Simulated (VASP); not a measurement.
Input of a VASP 6.6.1 run:

The input POSCAR:

```
MgO
1.0
    0.0000000000      2.1021677879      2.1021677879
    2.1021677879      0.0000000000      2.1021677879
    2.1021677879      2.1021677879      0.0000000000
Mg O
1 1
Direct
    0.0000000000      0.0000000000      0.0000000000
    0.5000000000      0.5000000000      0.5000000000
```

File INCAR.step1:

```
SYSTEM = MgO
PREC     = Accurate       ! precision mode
ENCUT    = 520            ! plane-wave cutoff, eV
EDIFF    = 1E-5           ! SCF threshold, eV
ISMEAR   = 0              ! smearing method
SIGMA    = 0.01           ! smearing width, eV
LREAL    = .False.        ! projectors in reciprocal space
LASPH    = .True.         ! aspherical terms in the spheres
NELM     = 60             ! most SCF steps
ALGO     = Normal         ! electronic algorithm
ISIF     = 2              ! what is computed and relaxed
LWAVE    = .True.         ! write WAVECAR
LCHARG   = .False.        ! write CHGCAR
GGA      = PE             ! functional
NBANDS   = 11             ! bands
```

File INCAR.step2:

```
SYSTEM = MgO
PREC     = Accurate       ! precision mode
ENCUT    = 520            ! plane-wave cutoff, eV
EDIFF    = 1E-6           ! SCF threshold, eV
ISMEAR   = 0              ! smearing method
SIGMA    = 0.01           ! smearing width, eV
LREAL    = .False.        ! projectors in reciprocal space
LASPH    = .True.         ! aspherical terms in the spheres
NELM     = 60             ! most SCF steps
ALGO     = Normal         ! electronic algorithm
ISIF     = 2              ! what is computed and relaxed
LWAVE    = .False.        ! write WAVECAR
LCHARG   = .False.        ! write CHGCAR
GGA      = PE             ! functional
LHFCALC  = .True.         ! exact exchange
HFSCREEN = 0.2079         ! screening, 1/A
PRECFOCK = Normal       
ISTART   = 1            
NBANDS   = 11             ! bands
```

File KPOINTS:

```
regular mesh
0
Gamma
  8 8 8
  0 0 0
```

Potentials or basis: VASP PAW PBE potentials, release 64 (Mg, O).

The run is started by

```console
$ cat potpaw_PBE.64/Mg/POTCAR potpaw_PBE.64/O/POTCAR > POTCAR
$ cp INCAR.step1 INCAR
$ mpirun -np 1 vasp_std > vasp.out
$ cp INCAR.step2 INCAR
$ mpirun -np 1 vasp_std > vasp.out
```

Question: What does it give for the pressure?

Answer: -0.6 GPa.

Question: Estimate the band gap on the k mesh.

Answer: 6.50 eV.

Caveat: the PAW data sets were made with another functional, which shifts forces and pressure a little.
